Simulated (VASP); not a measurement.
# Ti (Im-3m) in VASP: a series of runs

Ti is run at these levels: PBEsol+D3(BJ), LDA; tasks: single point.

Everything below comes from runs of VASP 6.6.1. Logs are shortened: lines on timing, memory, paths and dates and some standing lists are left out, and cuts for length are marked.

## (1) The cell of the first run

It takes space group Im-3m (No. 229, cubic). Conventional cell: a = 3.159 Å, b = 3.159 Å, c = 3.159 Å, α = 90.00°, β = 90.00°, γ = 90.00°. Ti (site symmetry m-3m) has 14 Ti at 2.74 to 3.16 Å within 3.6 Å.

## (2) Single point, PBEsol+D3(BJ)

File INCAR:

```
SYSTEM = Ti
PREC = Accurate ; ENCUT = 520
EDIFF = 1E-6 ; ISMEAR = -1
SIGMA = 0.15 ; LREAL = .FALSE.
LASPH = .TRUE. ; NELM = 80
ALGO = Normal ; ISIF = 2
LWAVE = .FALSE. ; LCHARG = .FALSE.
GGA = PS ; IVDW = 12
NBANDS = 12
```

File KPOINTS:

```
regular mesh
0
G
  12 12 12
  0 0 0
```

File POSCAR:

```
Ti
1.0
   -1.5796836643      1.5796836643      1.5796836643
    1.5796836643     -1.5796836643      1.5796836643
    1.5796836643      1.5796836643     -1.5796836643
Ti
1
Direct
    0.0000000000      0.0000000000      0.0000000000
```

Potentials or basis: VASP PAW PBE potentials, release 64 (Ti_sv).

Launch:

```
$ cat potpaw_PBE.64/Ti_sv/POTCAR > POTCAR
$ mpirun -np 1 vasp_std > vasp.out
```

OUTCAR:

```text
SYSTEM = Ti
   PREC = Accurate
   ENCUT = 520
   EDIFF = 1E-6
   ISMEAR = -1
   LREAL = .FALSE.
   LASPH = .TRUE.
   NELM = 80
   ISIF = 2
   GGA = PS
   IVDW = 12
 IVDW          = 12

 ion  position               nearest neighbor table
   1  0.000  0.000  0.000-

  LATTYP: Found a body centered cubic cell.
 ALAT       =     3.1593673286

  Lattice vectors:

 A1 = (  -1.5796836643,   1.5796836643,   1.5796836643)
 A2 = (   1.5796836643,  -1.5796836643,   1.5796836643)
 A3 = (   1.5796836643,   1.5796836643,  -1.5796836643)

Analysis of symmetry for initial positions (statically):
=====================================================================
 Subroutine PRICEL returns:
 Original cell was already a primitive cell.

 Routine SETGRP: Setting up the symmetry group for a
 body centered cubic supercell.

 Subroutine GETGRP returns: Found 48 space group operations
 (whereof 48 operations were pure point group operations)
 out of a pool of 48 trial point group operations.

The static configuration has the point symmetry O_h .

Analysis of symmetry for dynamics (positions and initial velocities):
=====================================================================
 Subroutine PRICEL returns:
 Original cell was already a primitive cell.

 Routine SETGRP: Setting up the symmetry group for a
 body centered cubic supercell.

 Subroutine GETGRP returns: Found 48 space group operations
 (whereof 48 operations were pure point group operations)
 out of a pool of 48 trial point group operations.

The dynamic configuration has the point symmetry O_h .

 Subroutine INISYM returns: Found 48 space group operations
 (whereof 48 operations are pure point group operations),
 and found     1 'primitive' translations

----------------------------------------------------------------------------------------

                                     Primitive cell

  volume of cell :      15.7678

  direct lattice vectors                    reciprocal lattice vectors
    -1.579683664  1.579683664  1.579683664     0.000000000  0.316519067  0.316519067
     1.579683664 -1.579683664  1.579683664     0.316519067  0.000000000  0.316519067
     1.579683664  1.579683664 -1.579683664     0.316519067  0.316519067  0.000000000

  length of vectors
     2.736092366  2.736092366  2.736092366     0.447625558  0.447625558  0.447625558

  position of ions in fractional coordinates (direct lattice)
     0.000000000  0.000000000  0.000000000

  ion indices of the primitive-cell ions
   primitive index   ion index
                 1           1

----------------------------------------------------------------------------------------

 KPOINTS: regular mesh

Automatic generation of k-mesh.
 Grid dimensions read from file:
 generate k-points for:   12   12   12

 Generating k-lattice:

  Cartesian coordinates                     Fractional coordinates (reciprocal lattice)
     0.000000000  0.026376589  0.026376589     0.083333333  0.000000000  0.000000000
     0.026376589  0.000000000  0.026376589     0.000000000  0.083333333  0.000000000
     0.026376589  0.026376589  0.000000000     0.000000000  0.000000000  0.083333333

  Length of vectors
     0.037302130  0.037302130  0.037302130

  Shift w.r.t. Gamma in fractional coordinates (k-lattice)
     0.000000000  0.000000000  0.000000000

 Subroutine IBZKPT returns following result:
 ===========================================

 Found     72 irreducible k-points:

 Following reciprocal coordinates:
            Coordinates               Weight
  0.000000  0.000000  0.000000      1.000000
  0.083333  0.000000  0.000000     12.000000
  0.166667  0.000000  0.000000     12.000000
  0.250000  0.000000  0.000000     12.000000
  0.333333  0.000000  0.000000     12.000000
  0.416667  0.000000  0.000000     12.000000
[... 16 lines left out ...]
  0.333333  0.083333  0.083333     24.000000
  0.416667  0.083333  0.083333     12.000000
 [... further k-points ...]
   k-points           NKPTS =     72   k-points in BZ     NKDIM =     72   number of bands    NBANDS=     12
   number of dos      NEDOS =    301   number of ions     NIONS =      1
   total plane-waves  NPLWV =   8000
   dimension x,y,z NGX =    20 NGY =   20 NGZ =   20
   dimension x,y,z NGXF=    40 NGYF=   40 NGZF=   40
   ions per type =               1
   NGX,Y,Z   is equivalent  to a cutoff of  12.15, 12.15, 12.15 a.u.
   NGXF,Y,Z  is equivalent  to a cutoff of  24.30, 24.30, 24.30 a.u.
 SYSTEM =  Ti
   PREC   = accura    normal or accurate (medium, high low for compatibility)
   ISTART =      0    job   : 0-new  1-cont  2-samecut
   ICHARG =      2    charge: 1-file 2-atom 10-const
   ISPIN  =      1    spin polarized calculation?
   LNONCOLLINEAR =      F non collinear calculations
   LSORBIT =      F    spin-orbit coupling
   LASPH  =      T    aspherical Exc in radial PAW
   ENCUT  =  520.0 eV  38.22 Ry    6.18 a.u.   5.09  5.09  5.09*2*pi/ulx,y,z
   NELM   =     80;   NELMIN=  2; NELMDL= -5     # of ELM steps
   EDIFF  = 0.1E-05   stopping-criterion for ELM
   LREAL  =      F    real-space projection
   EDIFFG = 0.1E-04   stopping-criterion for IOM
   NSW    =      0    number of steps for IOM
   IBRION =     -1    ionic relax: 0-MD 1-quasi-New 2-CG
   NFREE  =      0    steps in history (QN), initial steepest desc. (CG)
   ISIF   =      2    stress and relaxation
   ISYM   =      2    0-nonsym 1-usesym 2-fastsym
   POTIM  = 0.5000    time-step for ionic-motion
   TEBEG  =    0.0;   TEEND  =   0.0 temperature during run
   PSTRESS=    0.0 pullay stress
   NELECT =      12.0000    total number of electrons
   NUPDOWN=      -1.0000    fix difference up-down
   EMIN   =  10.00;   EMAX   =-10.00  energy-range for DOS
   EFERMI =   0.00;   METHOD = LEGACY
   ISMEAR =    -1;   SIGMA  =   0.15  broadening in eV -4-tet -1-fermi 0-gaus
   EFERMI_NEDOS =   21; number of points for ismear=-14 and -15
   IALGO  =     38    algorithm
   IMIX   =      4    mixing-type and parameters
     AMIX     =   0.40;   BMIX     =  1.00
     AMIX_MAG =   1.60;   BMIX_MAG =  1.00
  volume/ion in A,a.u.               =      15.77       106.41
  Fermi-wavevector in a.u.,A,eV,Ry     =   1.494669  2.824515 30.395910  2.234036
  Thomas-Fermi vector in A             =   2.606913
   LORBIT       =      0    0 simple, 1 ext, 2 COOP (PROOUT), +10 PAW based schemes
   GGA     = PS    functional components
   LHFCALC =     F    Hartree Fock is set to
   AEXX    =    0.0000 exact exchange contribution
   IVDW    =    12    specifies the selected vdW correction
   LEPSILON=     F    determine dielectric tensor
   LRPA    =     F    only Hartree local field effects (RPA)
 non-spin polarized calculation
  energy-cutoff  :      520.00
  volume of cell :       15.77
 maximum number of plane-waves:       436
   NGX = 11   NGY = 11   NGZ = 11

 number of electron      11.9999997 magnetization

 Free energy of the ion-electron system (eV)
  ---------------------------------------------------
  ext. energy  EPLUGINS =         0.00000000
  ---------------------------------------------------
  free energy    TOTEN  =        -8.29924195 eV

  energy without entropy =       -8.15126808  energy(sigma->0) =       -8.22525501

 E-fermi :   8.9946     XC(G=0): -12.1005

 val. band max:        8.9759987353   @ k =   0.2500   0.2500   0.0000
 cond. band min:       8.9963169300   @ k =   0.2500   0.0833   0.0000
 fundamental gap:      0.0203181947
 Fermi energy:         8.9946010458

 k-point     1 :       0.0000    0.0000    0.0000
  band No.  band energies     occupation
      1     -47.1140      2.00000
      2     -22.9308      2.00000
      3     -22.9308      2.00000
      4     -22.9308      2.00000
      5       2.8482      2.00000
      6      10.0651      0.00159
      7      10.0651      0.00159
      8      10.0651      0.00159
      9      12.0608      0.00000
     10      12.0608      0.00000
     11      27.1083      0.00000
     12      27.1083      0.00000

 k-point     2 :       0.0833    0.0000    0.0000
  band No.  band energies     occupation
      1     -47.1010      2.00000
      2     -22.9961      2.00000
      3     -22.9503      2.00000
      4     -22.9313      2.00000
      5       3.1082      2.00000
      6       9.9409      0.00363
      7      10.0265      0.00206
      8      10.2620      0.00043
      9      11.9188      0.00000
     10      12.0682      0.00000
     11      26.8423      0.00000
     12      27.1024      0.00000

 k-point     3 :       0.1667    0.0000    0.0000
  band No.  band energies     occupation
      1     -47.0653      2.00000
      2     -23.1723      2.00000
      3     -23.0036      2.00000
      4     -22.9328      2.00000
      5       3.8384      2.00000
      6       9.6180      0.03086
      7       9.8272      0.00774
      8      10.8271      0.00001
      9      11.7116      0.00000
     10      12.1013      0.00000
     11      25.8231      0.00000
     12      26.7024      0.00000
[... 286 lines left out ...]
 k-point    23 :       0.3333    0.0833    0.0833
  band No.  band energies     occupation
      1     -46.9244      2.00000
      2     -23.7558      2.00000
      3     -23.2325      2.00000
      4     -22.9971      2.00000
      5       6.6875      2.00000
      6       8.4503      1.94825
      7       9.4423      0.09628
      8      12.1326      0.00000
      9      12.4382      0.00000
     10      14.3798      0.00000
     11      19.6903      0.00000
     12      22.9029      0.00000

 k-point    24 :       0.4167    0.0833    0.0833
  band No.  band energies     occupation
      1     -46.9124      2.00000
      2     -23.7965      2.00000
      3     -23.2614      2.00000
      4     -22.9990      2.00000
      5       6.7346      2.00000
      6       8.3748      1.96841
      7       9.8455      0.00686
      8      12.1760      0.00000
      9      12.4835      0.00000
     10      14.8265      0.00000
     11      18.7777      0.00000
     12      22.6254      0.00000

 [... further k-points ...]

------------------------ aborting loop because EDIFF is reached ----------------------------------------

 Edisp (eV)   -0.66174

 E8    (eV) :    -0.4631

  FORCE on cell =-STRESS in cart. coord.  units (eV):
  Direction    XX          YY          ZZ          XY          YZ          ZX
  --------------------------------------------------------------------------------------
  -------------------------------------------------------------------------------------
  Total      -0.03469    -0.03469    -0.03469    -0.00000    -0.00000     0.00000
  in kB      -3.52469    -3.52469    -3.52469    -0.00000    -0.00000     0.00000
  external pressure =       -3.52 kB  Pullay stress =        0.00 kB

 VOLUME and BASIS-vectors are now :
 -----------------------------------------------------------------------------
  energy-cutoff  :      520.00
  volume of cell :       15.77
      direct lattice vectors                 reciprocal lattice vectors
    -1.579683664  1.579683664  1.579683664     0.000000000  0.316519067  0.316519067
     1.579683664 -1.579683664  1.579683664     0.316519067  0.000000000  0.316519067
     1.579683664  1.579683664 -1.579683664     0.316519067  0.316519067  0.000000000

 POSITION                                       TOTAL-FORCE (eV/Angst)
 -----------------------------------------------------------------------------------
      0.00000      0.00000      0.00000        -0.000000      0.000000     -0.000000
 -----------------------------------------------------------------------------------
    total drift:                                0.000000     -0.000000      0.000000

  FREE ENERGIE OF THE ION-ELECTRON SYSTEM (eV)
  ---------------------------------------------------
  free  energy   TOTEN  =        -8.9609773094 eV

  energy  without entropy=       -8.8130034475  energy(sigma->0) =       -8.88699038
```

Wall time 14 s (1 thread of Intel Xeon 8259CL, shared host); peak memory 0.14 GiB.

What came out:

| Property | Result |
| --- | --- |
| Free energy | -8.9610 eV |
| Pressure | -0.4 GPa |
| Band gap on the k mesh | zero (band 6 reaches 10.07 eV, above the bottom of band 7 at 8.36 eV) |
| Dispersion energy per atom | -0.662 eV |

Levels at points of the mesh, in eV from the Fermi level:
```
           k point  band 2  band 3  band 4  band 5  band 6  band 7  band 8  band 9  band 10  band 11
(0.00, 0.00, 0.00)  -31.93  -31.93  -31.93   -6.15    1.07    1.07    1.07    3.07     3.07    18.11
(0.50, 0.00, 0.00)  -32.85  -32.21  -31.93   -2.71   -0.51    1.48    3.07    3.47     4.85     9.90
(0.50, 0.50, 0.50)  -32.55  -32.55  -32.55   -2.45   -2.45    4.44    4.44    4.44     9.18     9.18
```

Caveat: the PAW data sets were made with another functional, which shifts forces and pressure a little; pairwise dispersion overbinds metals, which lowers pressure and volume.

(Continued in part 2 of 2.)
